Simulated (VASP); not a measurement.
A run of VASP 6.6.1 is set up as follows.

File INCAR:

```
ALGO = Normal ; EDIFF = 1E-6
ENCUT = 500 ; GGA = LIBXC
GGA_COMPAT = False ; ISIF = 2
ISMEAR = 1 ; LASPH = True
LCHARG = False ; LIBXC1 = GGA_X_B88
LIBXC2 = GGA_C_PBE ; LREAL = False
LWAVE = False ; NBANDS = 13
NELM = 120 ; PREC = Accurate
SIGMA = 0.01
```

File KPOINTS:

```
k-points
0
Gamma
  12 12 12
```

The input POSCAR:

```
W
1.0
   -1.5928244114      1.5928244114      1.5928244114
    1.5928244114     -1.5928244114      1.5928244114
    1.5928244114      1.5928244114     -1.5928244114
W
1
Direct
    0.0000000000      0.0000000000      0.0000000000
```

Potentials or basis: VASP PAW PBE potentials, release 64 (W_sv).

Run with:

```console
$ cat potpaw_PBE.64/W_sv/POTCAR > POTCAR
$ mpirun -np 1 vasp_std > vasp.out
```

Estimate the band gap on the k mesh.

zero (bands 7 and 8 overlap by 6.21 eV).

Estimate the pressure.

0.2 GPa.

Caveat: the PAW data sets were made with another functional, which shifts forces and pressure a little; spin-orbit coupling is left out, which moves the levels of the heavy elements.
